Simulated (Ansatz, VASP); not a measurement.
## C2N in VASP and in Ansatz

The input INCAR:

```
SYSTEM = C2N
  PREC = Accurate
  ENCUT = 600
  EDIFF = 1E-6
  ISMEAR = 0
  SIGMA = 0.1
  LREAL = .False.
  LASPH = .True.
  NELM = 80
  ALGO = Normal
  ISIF = 3
  LWAVE = .False.
  LCHARG = .False.
  GGA = PE
  IBRION = 2
  NSW = 90
  EDIFFG = -0.04
```

Contents of KPOINTS:

```
regular mesh
0
Gamma
  6 6 4
  0 0 0
```

File POSCAR:

```
C2N
1.0
    3.2398935500      0.0000000000      0.0000000000
    0.0000000000      3.2398935500      0.0000000000
    0.0000000000      0.0000000000      6.4952384900
C N
4 2
Direct
    0.0000000000      0.0000000000      0.0000000000
    0.5000000000      0.5000000000      0.0000000000
    0.0000000000      0.5000000000      0.3719829600
    0.5000000000      0.0000000000      0.6280170400
    0.0000000000      0.5000000000      0.7284373000
    0.5000000000      0.0000000000      0.2715627000
```

Input for Ansatz:

```yaml
crystal:
  lattice:
    - [3.23989355, 0.0, 0.0]
    - [0.0, 3.23989355, 0.0]
    - [0.0, 0.0, 6.49523849]
  atoms:
    - { symbol: C, position: [0.0, 0.0, 0.0] }
    - { symbol: C, position: [0.5, 0.5, 0.0] }
    - { symbol: C, position: [0.0, 0.5, 0.37198296] }
    - { symbol: C, position: [0.5, 0.0, 0.62801704] }
    - { symbol: "N", position: [0.0, 0.5, 0.7284373] }
    - { symbol: "N", position: [0.5, 0.0, 0.2715627] }
basis:
  ecutwfc: 420
kpoints:
  mp_grid: { grid: [6, 6, 4] }
hamiltonian:
  xc: pbe
scf:
  occupations: { method: gaussian, width: 0.1 }
  lower_state_search: "off"
output:
  forces: true
  stress: true
  eigenvalues: true
relax:
  adjacent_minimum: "off"
  f_tol: 0.04
  max_steps: 70
  cell: { stress_tol: 0.4 }
```

Change from the starting cell: species swapped into the YTe2 type (P4/nmm, No. 129).

Alike in both runs: task relaxation of cell and atoms; functional PBE; k mesh 6 × 6 × 4; occupations gaussian, width 0.1 eV; no spin polarisation.

|  | VASP | Ansatz |
| --- | --- | --- |
| version | VASP 6.6.1 | Ansatz 0.2.0 |
| potentials or method | VASP PAW PBE potentials, release 64 (C, N), cutoff 600 eV | scalar-relativistic, plane waves, PAW |
| valence electrons in the cell | 26 | 26 |

Ansatz gave:

| Item | Value |
| --- | --- |
| gap on the k mesh at the Fermi level, each at its own relaxed structure (eV) | none |
| relaxed volume (Å³/atom) | 8.08 |
| relaxed length of the cell vector where the two differ most in proportion (Å) | 8.295 |

Problem. Estimate VASP's values.

Solution. gap on the k mesh at the Fermi level, each at its own relaxed structure (eV): none; relaxed volume (Å³/atom): 7.67; relaxed length of the cell vector where the two differ most in proportion (Å): 7.880.

A gap of «none» marks a metal or a gap that the smearing closes. One of these differences is far larger than is usual between the two programs; its cause wasn't traced.

Noted on VASP's run: the volume moved by over 15 % at a fixed basis, so the end points are rough.
